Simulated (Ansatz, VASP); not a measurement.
## MgS in VASP and in Ansatz

```
Mg S
1.0
     0.00000    2.59091    2.59091
     2.59091    0.00000    2.59091
     2.59091    2.59091    0.00000
Mg S
1 1
Direct
  0.00000 0.00000 0.00000
  0.50000 0.50000 0.50000
```

Alike in both runs: functional PBEsol; k mesh 8 × 8 × 8; occupations gaussian, width 0.02 eV; no spin polarisation.

Ansatz relaxed the structure, and its values are those at the end. VASP's run is a single point on that final structure, the one shown.

```csv
,VASP,Ansatz
version,VASP 6.6.1,Ansatz 0.2.0
potentials or method,"VASP PAW PBE potentials, release 64 (Mg, S), cutoff 600 eV","scalar-relativistic, plane waves, PAW"
valence electrons in the cell,8,16
```

```csv
,VASP,Ansatz,Ansatz less VASP
gap on the k mesh at the Fermi level (eV),2.73,2.73,-0.001
least direct gap on the mesh (eV),3.69,3.69,+0.001
pressure (GPa),-0.2,0.0,+0.18
```

VASP's potentials were made for PBE, not for PBEsol, and Ansatz warns of the same on its side. VASP's potentials hold 8 valence electrons a cell and Ansatz's 16, so a difference there can come from the potentials and not from the codes.
